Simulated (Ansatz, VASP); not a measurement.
ScPt5Cl: VASP beside Ansatz

```
Sc Pt Cl
1.0
     3.91248    0.00000    0.00000
     0.00000    3.91248    0.00000
     0.00000    0.00000    8.59320
Sc Pt Cl
1 5 1
Cartesian
  0.0000 0.0000 0.0000
  1.9562 1.9562 0.0000
  0.0000 1.9562 1.9736
  1.9562 0.0000 1.9736
  0.0000 1.9562 6.6196
  1.9562 0.0000 6.6196
  0.0000 0.0000 4.2966
```

Change from the starting cell: species swapped into the SmGa5Co type (P4/mmm, No. 123).

Alike in both runs: functional PBE; k mesh 10 × 10 × 6; occupations gaussian, width 0.1 eV; no spin polarisation.

Ansatz relaxed the structure, and its values are those at the end. VASP's run is a single point on that final structure, the one shown.

|  | VASP | Ansatz |
| --- | --- | --- |
| version | VASP 6.6.1 | Ansatz 0.2.0 |
| potentials or method | VASP PAW PBE potentials, release 64 (Sc_sv, Pt, Cl), cutoff 520 eV | scalar-relativistic, plane waves, PAW |
| valence electrons in the cell | 68 | 108 |

VASP gave:

* gap on the k mesh at the Fermi level (eV): none
* pressure (GPa): -0.1
* rms of the force components (eV/Å): 0.004

**Question.** Which values does Ansatz return?

**Answer.** gap on the k mesh at the Fermi level (eV): none; pressure (GPa): 0.0; rms of the force components (eV/Å): 0.000.

A gap of «none» marks a metal or a gap that the smearing closes. The functional is the same, so the differences come from potentials, cutoffs and numerics. VASP's potentials hold 68 valence electrons a cell and Ansatz's 108, so a difference there can come from the potentials and not from the codes.

Neither program's run includes spin-orbit coupling.
